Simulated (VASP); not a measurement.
The system is CaO.

```
Ca O
1.0
     0.00000    2.60673    2.60673
     2.60673    0.00000    2.60673
     2.60673    2.60673    0.00000
Ca O
1 1
Direct
  0.00000 0.00000 0.00000
  0.25000 0.25000 0.25000
```

Base run:

```yaml
Program: VASP 6.6.1
Functional: PBEsol
Potentials_or_basis: VASP PAW PBE potentials, release 64 (Ca_sv, O)
Cutoff: 600 eV
k_mesh: 6 × 6 × 6
Occupations: gaussian, width 0.01 eV
Spin: no spin polarisation
```

Its results: band gap on the k mesh 3.20 eV (least direct gap 3.83 eV); pressure -1.1 GPa.

**Question.** The run is repeated on the same cell with these changes: dispersion from none to D3(BJ). What comes out?

**Answer.** Band gap on the k mesh 3.20 eV (least direct gap 3.83 eV); pressure -3.0 GPa.

Dispersion adds attraction, which lowers the pressure at fixed volume and, as a term added to the energy, leaves the levels alone.

Caveats: the PAW data sets were made with another functional, which shifts forces and pressure a little; the cell stands under tension (at least some runs).

A k mesh can miss the band edges.
